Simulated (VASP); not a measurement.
A run of VASP 6.6.1 is set up as follows.

The input INCAR:

```
ALGO = Normal
EDIFF = 1E-7
ENCUT = 520
GGA = PE
ISIF = 2
ISMEAR = -1
LASPH = True
LCHARG = False
LREAL = False
LWAVE = False
NBANDS = 11
NELM = 60
PREC = Accurate
SIGMA = 0.02
```

KPOINTS

```
k-points
0
Gamma
  12 12 12
```

File POSCAR:

```
C
1.0
    0.0000000000      1.7801241425      1.7445216597
    1.7801241425      0.0000000000      1.7445216597
    1.7801241425      1.7801241425      0.0000000000
C
2
Direct
    0.0000000000      0.0000000000      0.0000000000
    0.2500000000      0.2500000000      0.2500000000
```

Potentials or basis: VASP PAW PBE potentials, release 64 (C).

Run with:

```bash
$ cat potpaw_PBE.64/C/POTCAR > POTCAR
$ mpirun -np 1 vasp_std > vasp.out
```

Task: Predict the band gap on the k mesh.

Result: 3.69 eV, indirect (least direct gap 5.29 eV).

Task: What does it give for the pressure?

Result: 14.4 GPa.

Stress tensor (GPa, compression positive):
```
 8.09  0.00  0.00
 0.00  8.09  0.00
 0.00  0.00 26.99
```

Caveat: the cell differs from its parent crystal (uniaxial z strain -2.0%). A k mesh can miss the band edges.
